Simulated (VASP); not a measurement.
# W (P6/mmm) in VASP: a series of runs

Runs on W. Level: PBEsol. Tasks: single point, relaxation of cell and atoms.

Everything below comes from runs of VASP 6.6.1. Logs are shortened: lines on timing, memory, paths and dates and some standing lists are left out, and cuts for length are marked.

## Step 1: The cell of the first run

Symmetry: P6/mmm, No. 191, hexagonal system. The conventional cell has a = 4.655 Å, b = 4.655 Å, c = 2.565 Å, α = 90.00°, β = 90.00°, γ = 120.00°. Within 3.4 Å of W (site symmetry 6/mmm) lie 14 W at 2.57 to 2.98 Å. W (site symmetry -6m2) has 11 W at 2.57 to 2.98 Å within 3.4 Å.

This isn't the form of W at room conditions, which is bcc.

## Step 2: Single point, PBEsol

INCAR reads:

```
SYSTEM = W
ALGO = Fast ; EDIFF = 1E-6
ENCUT = 520 ; GGA = PS
ISIF = 2 ; ISMEAR = 0
LASPH = .TRUE. ; LCHARG = .FALSE.
LREAL = .FALSE. ; LWAVE = .FALSE.
NBANDS = 28 ; NELM = 80
PREC = Accurate ; SIGMA = 0.1
```

KPOINTS reads:

```
k-points
0
G
  6 6 6
  0 0 0
```

POSCAR reads:

```
W
1.0
    4.6549256644      0.0000000000      0.0000000000
   -2.3274628322      4.0312838781      0.0000000000
    0.0000000000      0.0000000000      2.5651912417
W
3
Direct
    0.0000000000      0.0000000000      0.0000000000
    0.3333333333      0.6666666667      0.5000000000
    0.6666666667      0.3333333333      0.5000000000
```

Potentials or basis: VASP PAW PBE potentials, release 64 (W_sv).

Run with:

```sh
> cat potpaw_PBE.64/W_sv/POTCAR > POTCAR
> mpirun -np 1 vasp_std > vasp.out
```

OUTCAR:

```text
SYSTEM = W
   EDIFF = 1E-6
   ENCUT = 520
   GGA = PS
   ISIF = 2
   ISMEAR = 0
   LASPH = .TRUE.
   LREAL = .FALSE.
   NELM = 80
   PREC = Accurate

 ion  position               nearest neighbor table
   1  0.000  0.000  0.000-   2 2.98   3 2.98   2 2.98   3 2.98   3 2.98   3 2.98   2 2.98   2 2.98
                             3 2.98   3 2.98   2 2.98   2 2.98
   2  0.333  0.667  0.500-   3 2.69   3 2.69   3 2.69   1 2.98   1 2.98   1 2.98   1 2.98   1 2.98
                             1 2.98
   3  0.667  0.333  0.500-   2 2.69   2 2.69   2 2.69   1 2.98   1 2.98   1 2.98   1 2.98   1 2.98
                             1 2.98

  LATTYP: Found a hexagonal cell.
 ALAT       =     4.6549256644
 C/A-ratio  =     0.5510702913

  Lattice vectors:

 A1 = (   4.6549256644,   0.0000000000,   0.0000000000)
 A2 = (  -2.3274628322,   4.0312838781,   0.0000000000)
 A3 = (   0.0000000000,   0.0000000000,   2.5651912417)

Analysis of symmetry for initial positions (statically):
=====================================================================
 Subroutine PRICEL returns:
 Original cell was already a primitive cell.

 Routine SETGRP: Setting up the symmetry group for a
 hexagonal supercell.

 Subroutine GETGRP returns: Found 24 space group operations
 (whereof 24 operations were pure point group operations)
 out of a pool of 24 trial point group operations.

The static configuration has the point symmetry D_6h.

Analysis of symmetry for dynamics (positions and initial velocities):
=====================================================================
 Subroutine PRICEL returns:
 Original cell was already a primitive cell.

 Routine SETGRP: Setting up the symmetry group for a
 hexagonal supercell.

 Subroutine GETGRP returns: Found 24 space group operations
 (whereof 24 operations were pure point group operations)
 out of a pool of 24 trial point group operations.

The dynamic configuration has the point symmetry D_6h.

 Subroutine INISYM returns: Found 24 space group operations
 (whereof 24 operations are pure point group operations),
 and found     1 'primitive' translations

----------------------------------------------------------------------------------------

                                     Primitive cell

  volume of cell :      48.1367

  direct lattice vectors                    reciprocal lattice vectors
     4.654925664  0.000000000  0.000000000     0.214826202  0.124029965  0.000000000
    -2.327462832  4.031283878  0.000000000     0.000000000  0.248059931  0.000000000
     0.000000000  0.000000000  2.565191242     0.000000000  0.000000000  0.389834482

  length of vectors
     4.654925664  4.654925664  2.565191242     0.248059931  0.248059931  0.389834482

  position of ions in fractional coordinates (direct lattice)
     0.000000000  0.000000000  0.000000000
     0.333333333  0.666666667  0.500000000
     0.666666667  0.333333333  0.500000000

  ion indices of the primitive-cell ions
   primitive index   ion index
                 1           1
                 2           2
                 3           3

----------------------------------------------------------------------------------------

 KPOINTS: k-points

Automatic generation of k-mesh.
 Grid dimensions read from file:
 generate k-points for:    6    6    6

 Generating k-lattice:

  Cartesian coordinates                     Fractional coordinates (reciprocal lattice)
     0.035804367  0.020671661  0.000000000     0.166666667  0.000000000  0.000000000
     0.000000000  0.041343322  0.000000000     0.000000000  0.166666667  0.000000000
     0.000000000  0.000000000  0.064972414     0.000000000  0.000000000  0.166666667

  Length of vectors
     0.041343322  0.041343322  0.064972414

  Shift w.r.t. Gamma in fractional coordinates (k-lattice)
     0.000000000  0.000000000  0.000000000

 Subroutine IBZKPT returns following result:
 ===========================================

 Found     28 irreducible k-points:

 Following reciprocal coordinates:
            Coordinates               Weight
  0.000000  0.000000  0.000000      1.000000
  0.166667  0.000000  0.000000      6.000000
  0.333333 -0.000000  0.000000      6.000000
  0.500000 -0.000000  0.000000      3.000000
  0.166667  0.166667  0.000000      6.000000
  0.333333  0.166667  0.000000     12.000000
[... 16 lines left out ...]
  0.166667  0.000000  0.500000      6.000000
  0.333333 -0.000000  0.500000      6.000000
 [... further k-points ...]
   k-points           NKPTS =     28   k-points in BZ     NKDIM =     28   number of bands    NBANDS=     28
   number of dos      NEDOS =    301   number of ions     NIONS =      3
   total plane-waves  NPLWV =  25920
   dimension x,y,z NGX =    36 NGY =   36 NGZ =   20
   dimension x,y,z NGXF=    72 NGYF=   72 NGZF=   40
   ions per type =               3
   NGX,Y,Z   is equivalent  to a cutoff of  12.86, 12.86, 12.96 a.u.
   NGXF,Y,Z  is equivalent  to a cutoff of  25.71, 25.71, 25.92 a.u.
 SYSTEM =  W
   PREC   = accura    normal or accurate (medium, high low for compatibility)
   ISTART =      0    job   : 0-new  1-cont  2-samecut
   ICHARG =      2    charge: 1-file 2-atom 10-const
   ISPIN  =      1    spin polarized calculation?
   LNONCOLLINEAR =      F non collinear calculations
   LSORBIT =      F    spin-orbit coupling
   LASPH  =      T    aspherical Exc in radial PAW
   ENCUT  =  520.0 eV  38.22 Ry    6.18 a.u.   8.66  8.66  4.77*2*pi/ulx,y,z
   NELM   =     80;   NELMIN=  2; NELMDL= -5     # of ELM steps
   EDIFF  = 0.1E-05   stopping-criterion for ELM
   LREAL  =      F    real-space projection
   EDIFFG = 0.1E-04   stopping-criterion for IOM
   NSW    =      0    number of steps for IOM
   IBRION =     -1    ionic relax: 0-MD 1-quasi-New 2-CG
   NFREE  =      0    steps in history (QN), initial steepest desc. (CG)
   ISIF   =      2    stress and relaxation
   ISYM   =      2    0-nonsym 1-usesym 2-fastsym
   POTIM  = 0.5000    time-step for ionic-motion
   TEBEG  =    0.0;   TEEND  =   0.0 temperature during run
   PSTRESS=    0.0 pullay stress
   NELECT =      42.0000    total number of electrons
   NUPDOWN=      -1.0000    fix difference up-down
   EMIN   =  10.00;   EMAX   =-10.00  energy-range for DOS
   EFERMI =   0.00;   METHOD = LEGACY
   ISMEAR =     0;   SIGMA  =   0.10  broadening in eV -4-tet -1-fermi 0-gaus
   EFERMI_NEDOS =   21; number of points for ismear=-14 and -15
   IALGO  =     68    algorithm
   IMIX   =      4    mixing-type and parameters
     AMIX     =   0.40;   BMIX     =  1.00
     AMIX_MAG =   1.60;   BMIX_MAG =  1.00
  volume/ion in A,a.u.               =      16.05       108.28
  Fermi-wavevector in a.u.,A,eV,Ry     =   1.564345  2.956184 33.295856  2.447176
  Thomas-Fermi vector in A             =   2.666983
   LORBIT       =      0    0 simple, 1 ext, 2 COOP (PROOUT), +10 PAW based schemes
   GGA     = PS    functional components
   LHFCALC =     F    Hartree Fock is set to
   AEXX    =    0.0000 exact exchange contribution
   IVDW    =     0    specifies the selected vdW correction
   LEPSILON=     F    determine dielectric tensor
   LRPA    =     F    only Hartree local field effects (RPA)
 non-spin polarized calculation
 RMM-DIIS sequential band-by-band and
 Gauss-broadening in eV      SIGMA  =   0.10
  energy-cutoff  :      520.00
  volume of cell :       48.14
 maximum number of plane-waves:      1306
 NGX is ok and might be reduce to    36
   NGX = 17   NGY = 17   NGZ =  9

 number of electron      42.0000008 magnetization

 Free energy of the ion-electron system (eV)
  ---------------------------------------------------
  ext. energy  EPLUGINS =         0.00000000
  ---------------------------------------------------
  free energy    TOTEN  =       -39.82520198 eV

  energy without entropy =      -39.80134042  energy(sigma->0) =      -39.81327120

 E-fermi :  10.9284     XC(G=0): -13.6642

 val. band max:       10.9093938486   @ k =   0.1667   0.0000   0.1667
 cond. band min:      10.9285127656   @ k =   0.1667   0.0000   0.3333
 fundamental gap:      0.0191189170
 Fermi energy:        10.9283747614

 k-point     1 :       0.0000    0.0000    0.0000
  band No.  band energies     occupation
      1     -63.0677      2.00000
      2     -62.8800      2.00000
      3     -62.7759      2.00000
      4     -27.4646      2.00000
      5     -27.4646      2.00000
      6     -27.4128      2.00000
[... 20 lines left out ...]
     27      16.4478      0.00000
     28      16.4488      0.00000

 k-point     2 :       0.1667    0.0000    0.0000
  band No.  band energies     occupation
      1     -63.0653      2.00000
      2     -62.8758      2.00000
      3     -62.7827      2.00000
      4     -27.6083      2.00000
      5     -27.5584      2.00000
      6     -27.2521      2.00000
[... 20 lines left out ...]
     27      15.8386      0.00000
     28      16.3503      0.00000

 k-point     3 :       0.3333   -0.0000    0.0000
  band No.  band energies     occupation
      1     -63.0605      2.00000
      2     -62.8634      2.00000
      3     -62.8001      2.00000
      4     -27.7236      2.00000
      5     -27.5152      2.00000
      6     -27.1100      2.00000
[... 20 lines left out ...]
     27      15.0631      0.00000
     28      15.9766      0.00000

 k-point     4 :       0.5000   -0.0000    0.0000
  band No.  band energies     occupation
      1     -63.0583      2.00000
      2     -62.8525      2.00000
      3     -62.8134      2.00000
      4     -27.7649      2.00000
      5     -27.3431      2.00000
      6     -27.2942      2.00000
[... 20 lines left out ...]
     27      15.4613      0.00000
     28      15.5253      0.00000

 k-point     5 :       0.1667    0.1667    0.0000
  band No.  band energies     occupation
      1     -63.0617      2.00000
      2     -62.8672      2.00000
      3     -62.7951      2.00000
      4     -27.6444      2.00000
      5     -27.6076      2.00000
      6     -27.1466      2.00000
[... 20 lines left out ...]
     27      14.9295      0.00000
     28      16.1972      0.00000

 k-point     6 :       0.3333    0.1667    0.0000
  band No.  band energies     occupation
      1     -63.0584      2.00000
      2     -62.8517      2.00000
      3     -62.8140      2.00000
      4     -27.6902      2.00000
      5     -27.4941      2.00000
      6     -27.2609      2.00000
[... 463 lines left out ...]
      5     -27.5731      2.00000
      6     -27.5731      2.00000
[... 20 lines left out ...]
     27      14.7500      0.00000
     28      15.4989      0.00000

 k-point    22 :       0.0000    0.0000    0.5000
  band No.  band energies     occupation
      1     -62.9266      2.00000
      2     -62.7574      2.00000
      3     -62.6463      2.00000
      4     -28.0620      2.00000
      5     -27.9823      2.00000
      6     -27.7635      2.00000
[... 20 lines left out ...]
     27      18.0329      0.00000
     28      18.9810      0.00000

 k-point    23 :       0.1667    0.0000    0.5000
  band No.  band energies     occupation
      1     -62.9266      2.00000
      2     -62.7509      2.00000
      3     -62.6529      2.00000
      4     -28.0727      2.00000
      5     -27.9841      2.00000
      6     -27.7772      2.00000
[... 20 lines left out ...]
     27      17.3362      0.00000
     28      17.8105      0.00000

 k-point    24 :       0.3333   -0.0000    0.5000
  band No.  band energies     occupation
      1     -62.9266      2.00000
      2     -62.7341      2.00000
      3     -62.6700      2.00000
      4     -28.0996      2.00000
      5     -27.9796      2.00000
      6     -27.8134      2.00000
[... 20 lines left out ...]
     27      16.2602      0.00000
     28      16.7721      0.00000

 [... further k-points ...]

------------------------ aborting loop because EDIFF is reached ----------------------------------------

  FORCE on cell =-STRESS in cart. coord.  units (eV):
  Direction    XX          YY          ZZ          XY          YZ          ZX
  --------------------------------------------------------------------------------------
  -------------------------------------------------------------------------------------
  Total        0.1911517      0.1911517      0.3802213      0.0000000      0.0000000      0.0000000
  in kB        6.3622803      6.3622803     12.6552614      0.0000000      0.0000000      0.0000000
  external PRESSURE =       8.4599407 kB  Pullay stress =       0.0000000 kB

 VOLUME and BASIS-vectors are now :
 -----------------------------------------------------------------------------
  energy-cutoff  :      520.00
  volume of cell :       48.14
      direct lattice vectors                 reciprocal lattice vectors
     4.654925664  0.000000000  0.000000000     0.214826202  0.124029965  0.000000000
    -2.327462832  4.031283878  0.000000000     0.000000000  0.248059931  0.000000000
     0.000000000  0.000000000  2.565191242     0.000000000  0.000000000  0.389834482

 POSITION                                       TOTAL-FORCE (eV/Angst)
 -----------------------------------------------------------------------------------
      0.00000      0.00000      0.00000         0.000000      0.000000      0.000000
     -0.00000      2.68752      1.28260        -0.000000      0.000000     -0.000000
      2.32746      1.34376      1.28260         0.000000     -0.000000      0.000000
 -----------------------------------------------------------------------------------
    total drift:                                0.000000      0.000000     -0.000000

  FREE ENERGIE OF THE ION-ELECTRON SYSTEM (eV)
  ---------------------------------------------------
  free  energy   TOTEN  =       -39.8252019804 eV

  energy  without entropy=      -39.8013404163  energy(sigma->0) =      -39.81327120
```

Run time: 30 s. Hardware: 1 thread of Intel Xeon Platinum 8259CL at 2.50GHz (Skylake/Cascade Lake), shared host; peak memory 0.17 GiB.

Results:

| Item | Value |
| --- | --- |
| Free energy | -39.8252 eV |
| Pressure | 0.8 GPa |
| Band gap on the k mesh | zero (bands 21 and 22 overlap by 0.93 eV) |

Stress tensor (GPa, compression positive):
```
0.64 0.00 0.00
0.00 0.64 0.00
0.00 0.00 1.27
```

Caveat: the k points lie up to 0.41 Å⁻¹ apart, too coarse for converged energies and pressures of a metal; the PAW data sets were made with another functional, which shifts forces and pressure a little; spin-orbit coupling is left out, which moves the levels of the heavy elements.

## Step 3: Relaxation of cell and atoms, PBEsol

This run uses another cell than the first one, of 18.51 Å³/atom.

INCAR reads:

```
PREC = Accurate
ENCUT = 600
EDIFF = 1E-7
ISMEAR = 0
SIGMA = 0.1
LREAL = F
LASPH = T
NELM = 60
ALGO = Fast
ISIF = 3
LWAVE = F
LCHARG = F
GGA = PS
IBRION = 2
NSW = 90
EDIFFG = -0.04
```

KPOINTS reads:

```
Automatic mesh
0
Gamma
  6 6 6
```

POSCAR reads:

```
W
1.0
    4.7117391293      0.0000000000      0.0000000000
   -2.3558695647      4.0804857820      0.0000000000
    0.0000000000      0.0000000000      2.8885009445
W
3
Direct
    0.0000000000      0.0000000000      0.0000000000
    0.3333333333      0.6666666667      0.5000000000
    0.6666666667      0.3333333333      0.5000000000
```

Potentials or basis: VASP PAW PBE potentials, release 64 (W_sv).

Run with:

```sh
> cat potpaw_PBE.64/W_sv/POTCAR > POTCAR
> mpirun -np 1 vasp_std > vasp.out
```

Run time: 6.9 min. Hardware: 1 thread of Intel Xeon Platinum 8259CL at 2.50GHz (Skylake/Cascade Lake), shared host; peak memory 0.21 GiB.

It converged, with:

* Free energy: -39.8266 eV
* Relaxed volume: 16.09 Å³/atom
* Relaxed cell: a = 4.659 Å, b = 4.659 Å, c = 2.568 Å, α = 90.00°, β = 90.00°, γ = 120.00°
* Space group after relaxing (to 0.1 Å): P6/mmm (No. 191)
* Pressure after relaxing: 0.0 GPa
* Band gap on the k mesh: zero (bands 21 and 22 overlap by 0.92 eV)

Stress tensor (GPa, compression positive):
```
-0.10  0.00  0.00
 0.00 -0.10  0.00
 0.00  0.00  0.32
```

Final structure:
```
CELL_PARAMETERS angstrom
4.65909 0.00000 0.00000
-2.32955 4.03489 0.00000
0.00000 0.00000 2.56783
ATOMIC_POSITIONS crystal
W 0.00000 0.00000 0.00000
W 0.33333 0.66667 0.50000
W 0.66667 0.33333 0.50000
```

Levels at points of the mesh, in eV from the Fermi level:
| k point | band 18 | band 19 | band 20 | band 21 | band 22 | band 23 | band 24 | band 25 |
| --- | --- | --- | --- | --- | --- | --- | --- | --- |
| (0.00, 0.00, 0.00) | -2.57 | -2.57 | -2.49 | -0.40 | -0.40 | 2.26 | 2.26 | 2.33 |
| (0.50, 0.00, 0.00) | -2.92 | -2.38 | -2.31 | 0.30 | 1.11 | 2.37 | 2.50 | 2.59 |
| (0.00, 0.00, 0.50) | -2.64 | -1.24 | -1.24 | 0.22 | 0.22 | 3.17 | 3.17 | 4.02 |
| (0.50, 0.00, 0.50) | -2.38 | -1.93 | -0.28 | -0.18 | 0.23 | 1.27 | 2.59 | 3.19 |

Caveat: the k points lie up to 0.41 Å⁻¹ apart in the final cell, too coarse for converged energies and pressures of a metal; the PAW data sets were made with another functional, which shifts forces and pressure a little; spin-orbit coupling is left out, which moves the levels of the heavy elements.

(Part 1 of 2 ends here.)
